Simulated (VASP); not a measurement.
# SnO2 (P-3m1) in VASP: further runs

SnO2 is run at these levels: PBE+D3(BJ); tasks: single point, relaxation of cell and atoms.

Everything below comes from runs of VASP 6.6.1. Logs are shortened: lines on timing, memory, paths and dates and some standing lists are left out, and cuts for length are marked.

### Step 1. The cell of the first run

Symmetry: P-3m1, No. 164, trigonal system. Conventional cell: a = 3.025 Å, b = 3.025 Å, c = 4.776 Å, α = 90.00°, β = 90.00°, γ = 120.00°. Within 2.8 Å of Sn (site symmetry -3m) lie 6 O at 2.15 Å. Within 2.8 Å of O (site symmetry 3m) lie 3 Sn at 2.15 Å.

### Step 2. Single point, PBE+D3(BJ)

File INCAR:

```
SYSTEM = SnO2
ALGO     = Normal         ! electronic algorithm
EDIFF    = 1E-6           ! SCF threshold, eV
ENCUT    = 520            ! plane-wave cutoff, eV
GGA      = PE             ! functional
ISIF     = 2              ! what is computed and relaxed
ISMEAR   = 0              ! smearing method
IVDW     = 12             ! dispersion correction
LASPH    = .TRUE.         ! aspherical terms in the spheres
LCHARG   = .FALSE.        ! write CHGCAR
LREAL    = .FALSE.        ! projectors in reciprocal space
LWAVE    = .FALSE.        ! write WAVECAR
NBANDS   = 20             ! bands
NELM     = 80             ! most SCF steps
PREC     = Accurate       ! precision mode
SIGMA    = 0.1            ! smearing width, eV
```

File KPOINTS:

```
k-points
0
G
  6 6 4
  0 0 0
```

File POSCAR:

```
SnO2
1.0
    3.0246447900      0.0000000000      0.0000000000
   -1.5123223900      2.6194192200      0.0000000000
    0.0000000000      0.0000000000      4.7758175100
Sn O
1 2
Direct
    0.0000000000      0.0000000000      0.5000000000
    0.3333333300      0.6666666700      0.7608649400
    0.6666666700      0.3333333300      0.2391350600
```

Potentials or basis: VASP PAW PBE potentials, release 64 (Sn_d, O).

On the command line:

```console
$ cat potpaw_PBE.64/Sn_d/POTCAR potpaw_PBE.64/O/POTCAR > POTCAR
$ mpirun -np 1 vasp_std > vasp.out
```

OUTCAR:

```text
SYSTEM = SnO2
   EDIFF = 1E-6
   ENCUT = 520
   GGA = PE
   ISIF = 2
   ISMEAR = 0
   IVDW = 12
   LASPH = .TRUE.
   LREAL = .FALSE.
   NELM = 80
   PREC = Accurate
 IVDW          = 12

 ion  position               nearest neighbor table
   1  0.000  0.000  0.500-   2 2.15   3 2.15   2 2.15   3 2.15   3 2.15   2 2.15
   2  0.333  0.667  0.761-   1 2.15   1 2.15   1 2.15
   3  0.667  0.333  0.239-   1 2.15   1 2.15   1 2.15

  LATTYP: Found a hexagonal cell.
 ALAT       =     3.0246447900
 C/A-ratio  =     1.5789680579

  Lattice vectors:

 A1 = (   3.0246447900,   0.0000000000,   0.0000000000)
 A2 = (  -1.5123223900,   2.6194192200,   0.0000000000)
 A3 = (   0.0000000000,   0.0000000000,   4.7758175100)

Analysis of symmetry for initial positions (statically):
=====================================================================
 Subroutine PRICEL returns:
 Original cell was already a primitive cell.

 Routine SETGRP: Setting up the symmetry group for a
 hexagonal supercell.

 Subroutine GETGRP returns: Found 12 space group operations
 (whereof 12 operations were pure point group operations)
 out of a pool of 24 trial point group operations.

The static configuration has the point symmetry D_3d.

Analysis of symmetry for dynamics (positions and initial velocities):
=====================================================================
 Subroutine PRICEL returns:
 Original cell was already a primitive cell.

 Routine SETGRP: Setting up the symmetry group for a
 hexagonal supercell.

 Subroutine GETGRP returns: Found 12 space group operations
 (whereof 12 operations were pure point group operations)
 out of a pool of 24 trial point group operations.

The dynamic configuration has the point symmetry D_3d.

 Subroutine INISYM returns: Found 12 space group operations
 (whereof 12 operations are pure point group operations),
 and found     1 'primitive' translations

----------------------------------------------------------------------------------------

                                     Primitive cell

  volume of cell :      37.8379

  direct lattice vectors                    reciprocal lattice vectors
     3.024644790  0.000000000  0.000000000     0.330617335  0.190882007  0.000000000
    -1.512322390  2.619419220  0.000000000     0.000000000  0.381764016  0.000000000
     0.000000000  0.000000000  4.775817510     0.000000000  0.000000000  0.209388235

  length of vectors
     3.024644790  3.024644783  4.775817510     0.381764015  0.381764016  0.209388235

  position of ions in fractional coordinates (direct lattice)
     0.000000000  0.000000000  0.500000000
     0.333333330  0.666666670  0.760864940
     0.666666670  0.333333330  0.239135060

  ion indices of the primitive-cell ions
   primitive index   ion index
                 1           1
                 2           2
                 3           3

----------------------------------------------------------------------------------------

 KPOINTS: k-points

Automatic generation of k-mesh.
 Grid dimensions read from file:
 generate k-points for:    6    6    4

 Generating k-lattice:

  Cartesian coordinates                     Fractional coordinates (reciprocal lattice)
     0.055102889  0.031813668  0.000000000     0.166666667  0.000000000  0.000000000
     0.000000000  0.063627336  0.000000000     0.000000000  0.166666667  0.000000000
     0.000000000  0.000000000  0.052347059     0.000000000  0.000000000  0.250000000

  Length of vectors
     0.063627336  0.063627336  0.052347059

  Shift w.r.t. Gamma in fractional coordinates (k-lattice)
     0.000000000  0.000000000  0.000000000

 Subroutine IBZKPT returns following result:
 ===========================================

 Found     24 irreducible k-points:

 Following reciprocal coordinates:
            Coordinates               Weight
  0.000000  0.000000  0.000000      1.000000
  0.166667  0.000000  0.000000      6.000000
  0.333333  0.000000  0.000000      6.000000
  0.500000  0.000000  0.000000      3.000000
  0.166667  0.166667  0.000000      6.000000
  0.333333  0.166667  0.000000     12.000000
[... 16 lines left out ...]
  0.333333  0.166667  0.500000     12.000000
  0.333333  0.333333  0.500000      2.000000
   k-points           NKPTS =     24   k-points in BZ     NKDIM =     24   number of bands    NBANDS=     20
   number of dos      NEDOS =    301   number of ions     NIONS =      3
   total plane-waves  NPLWV =  20736
   dimension x,y,z NGX =    24 NGY =   24 NGZ =   36
   dimension x,y,z NGXF=    48 NGYF=   48 NGZF=   72
   ions per type =               1   2
   NGX,Y,Z   is equivalent  to a cutoff of  13.19, 13.19, 12.53 a.u.
   NGXF,Y,Z  is equivalent  to a cutoff of  26.38, 26.38, 25.06 a.u.
 SYSTEM =  SnO2
   PREC   = accura    normal or accurate (medium, high low for compatibility)
   ISTART =      0    job   : 0-new  1-cont  2-samecut
   ICHARG =      2    charge: 1-file 2-atom 10-const
   ISPIN  =      1    spin polarized calculation?
   LNONCOLLINEAR =      F non collinear calculations
   LSORBIT =      F    spin-orbit coupling
   LASPH  =      T    aspherical Exc in radial PAW
   ENCUT  =  520.0 eV  38.22 Ry    6.18 a.u.   5.62  5.62  8.88*2*pi/ulx,y,z
   NELM   =     80;   NELMIN=  2; NELMDL= -5     # of ELM steps
   EDIFF  = 0.1E-05   stopping-criterion for ELM
   LREAL  =      F    real-space projection
   EDIFFG = 0.1E-04   stopping-criterion for IOM
   NSW    =      0    number of steps for IOM
   IBRION =     -1    ionic relax: 0-MD 1-quasi-New 2-CG
   NFREE  =      0    steps in history (QN), initial steepest desc. (CG)
   ISIF   =      2    stress and relaxation
   ISYM   =      2    0-nonsym 1-usesym 2-fastsym
   POTIM  = 0.5000    time-step for ionic-motion
   TEBEG  =    0.0;   TEEND  =   0.0 temperature during run
   PSTRESS=    0.0 pullay stress
   NELECT =      26.0000    total number of electrons
   NUPDOWN=      -1.0000    fix difference up-down
   EMIN   =  10.00;   EMAX   =-10.00  energy-range for DOS
   EFERMI =   0.00;   METHOD = LEGACY
   ISMEAR =     0;   SIGMA  =   0.10  broadening in eV -4-tet -1-fermi 0-gaus
   EFERMI_NEDOS =   21; number of points for ismear=-14 and -15
   IALGO  =     38    algorithm
   IMIX   =      4    mixing-type and parameters
     AMIX     =   0.40;   BMIX     =  1.00
     AMIX_MAG =   1.60;   BMIX_MAG =  1.00
  volume/ion in A,a.u.               =      12.61        85.11
  Fermi-wavevector in a.u.,A,eV,Ry     =   1.444631  2.729957 28.394795  2.086959
  Thomas-Fermi vector in A             =   2.562904
   LORBIT       =      0    0 simple, 1 ext, 2 COOP (PROOUT), +10 PAW based schemes
   GGA     = PE    functional components
   LHFCALC =     F    Hartree Fock is set to
   AEXX    =    0.0000 exact exchange contribution
   IVDW    =    12    specifies the selected vdW correction
   LEPSILON=     F    determine dielectric tensor
   LRPA    =     F    only Hartree local field effects (RPA)
 non-spin polarized calculation
 Gauss-broadening in eV      SIGMA  =   0.10
  energy-cutoff  :      520.00
  volume of cell :       37.84
 maximum number of plane-waves:      1030
 NGX is ok and might be reduce to    24
   NGX = 11   NGY = 11   NGZ = 17

 number of electron      26.0000005 magnetization

 Free energy of the ion-electron system (eV)
  ---------------------------------------------------
  ext. energy  EPLUGINS =         0.00000000
  ---------------------------------------------------
  free energy    TOTEN  =       -17.37659497 eV

  energy without entropy =      -17.37659497  energy(sigma->0) =      -17.37659497

 E-fermi :   5.1895     XC(G=0): -10.9545

 val. band max:        4.6636861278   @ k =   0.1667   0.0000   0.0000
 cond. band min:       6.8633295744   @ k =   0.0000   0.0000   0.0000
 fundamental gap:      2.1996434466
 Fermi energy:         5.1895054764

 k-point     1 :       0.0000    0.0000    0.0000
  band No.  band energies     occupation
      1     -15.2290      2.00000
      2     -15.2290      2.00000
      3     -15.1980      2.00000
      4     -14.8690      2.00000
      5     -14.8690      2.00000
      6     -13.4683      2.00000
[... 12 lines left out ...]
     19      22.4533      0.00000
     20      23.1383      0.00000

 k-point     2 :       0.1667    0.0000    0.0000
  band No.  band energies     occupation
      1     -15.4057      2.00000
      2     -15.1308      2.00000
      3     -15.0918      2.00000
      4     -15.0102      2.00000
      5     -14.8861      2.00000
      6     -13.1830      2.00000
[... 12 lines left out ...]
     19      19.5738      0.00000
     20      23.7215      0.00000

 k-point     3 :       0.3333    0.0000    0.0000
  band No.  band energies     occupation
      1     -15.7948      2.00000
      2     -15.1595      2.00000
      3     -14.9618      2.00000
      4     -14.8880      2.00000
      5     -14.8864      2.00000
      6     -12.4273      2.00000
[... 12 lines left out ...]
     19      18.5942      0.00000
     20      21.7030      0.00000

 k-point     4 :       0.5000    0.0000    0.0000
  band No.  band energies     occupation
      1     -15.9704      2.00000
      2     -15.2087      2.00000
      3     -14.9581      2.00000
      4     -14.8061      2.00000
      5     -14.8023      2.00000
      6     -11.9241      2.00000
[... 12 lines left out ...]
     19      18.8920      0.00000
     20      21.3463      0.00000

 k-point     5 :       0.1667    0.1667    0.0000
  band No.  band energies     occupation
      1     -15.6141      2.00000
      2     -15.1625      2.00000
      3     -15.0904      2.00000
      4     -14.9489      2.00000
      5     -14.8781      2.00000
      6     -12.5830      2.00000
[... 12 lines left out ...]
     19      19.5016      0.00000
     20      21.6155      0.00000
[... 353 lines left out ...]
      6     -11.8227      2.00000
[... 12 lines left out ...]
     19      20.0964      0.00000
     20      21.3362      0.00000

 k-point    22 :       0.1667    0.1667    0.5000
  band No.  band energies     occupation
      1     -15.6277      2.00000
      2     -15.1610      2.00000
      3     -15.0942      2.00000
      4     -14.9479      2.00000
      5     -14.8765      2.00000
      6     -12.3845      2.00000
[... 12 lines left out ...]
     19      20.5861      0.00000
     20      20.7291      0.00000

 k-point    23 :       0.3333    0.1667    0.5000
  band No.  band energies     occupation
      1     -15.8240      2.00000
      2     -15.1748      2.00000
      3     -15.1334      2.00000
      4     -14.9172      2.00000
      5     -14.8039      2.00000
      6     -11.5957      2.00000
[... 12 lines left out ...]
     19      20.4436      0.00000
     20      21.6675      0.00000

 k-point    24 :       0.3333    0.3333    0.5000
  band No.  band energies     occupation
      1     -15.5596      2.00000
      2     -15.5596      2.00000
      3     -15.0109      2.00000
      4     -15.0109      2.00000
      5     -14.8237      2.00000
      6     -10.7925      2.00000
[... 12 lines left out ...]
     19      20.1278      0.00000
     20      21.3001      0.00000

------------------------ aborting loop because EDIFF is reached ----------------------------------------

 Edisp (eV)   -0.61882

 E8    (eV) :    -0.2448

  FORCE on cell =-STRESS in cart. coord.  units (eV):
  Direction    XX          YY          ZZ          XY          YZ          ZX
  --------------------------------------------------------------------------------------
  -------------------------------------------------------------------------------------
  Total       3.77310     3.77310    -4.67818     0.00000     0.00000     0.00000
  in kB     159.76501   159.76501  -198.08902     0.00000     0.00000     0.00000
  external pressure =       40.48 kB  Pullay stress =        0.00 kB

 VOLUME and BASIS-vectors are now :
 -----------------------------------------------------------------------------
  energy-cutoff  :      520.00
  volume of cell :       37.84
      direct lattice vectors                 reciprocal lattice vectors
     3.024644790  0.000000000  0.000000000     0.330617335  0.190882007  0.000000000
    -1.512322390  2.619419220  0.000000000     0.000000000  0.381764016  0.000000000
     0.000000000  0.000000000  4.775817510     0.000000000  0.000000000  0.209388235

 POSITION                                       TOTAL-FORCE (eV/Angst)
 -----------------------------------------------------------------------------------
      0.00000      0.00000      2.38791        -0.000000      0.000000      0.000000
     -0.00000      1.74628      3.63375        -0.000000      0.000000     -2.189456
      1.51232      0.87314      1.14207         0.000000     -0.000000      2.189456
 -----------------------------------------------------------------------------------
    total drift:                                0.000000      0.000000      0.000000

  FREE ENERGIE OF THE ION-ELECTRON SYSTEM (eV)
  ---------------------------------------------------
  free  energy   TOTEN  =       -17.9954155932 eV

  energy  without entropy=      -17.9954155932  energy(sigma->0) =      -17.99541559
```

It took 20 s on 1 thread of Intel Xeon 8259CL, shared host; peak memory 0.17 GiB.

Results:

| Quantity | Value |
| --- | --- |
| Free energy | -17.9954 eV |
| Pressure | 4.0 GPa |
| Largest force | 2.189 eV/Å |
| Band gap on the k mesh | 2.20 eV, indirect (least direct gap 2.21 eV) |
| Dispersion energy per atom | -0.206 eV |

Forces on the atoms (eV/Å):
```
Sn   0.000  0.000  0.000
O    0.000  0.000 -2.189
O    0.000  0.000  2.189
```

Caveat: spin-orbit coupling is left out, which moves the levels of the heavy elements; forces of over 1 eV/Å act on the atoms, so gaps and moduli don't describe the material at rest.

(Continued in part 2 of 2.)
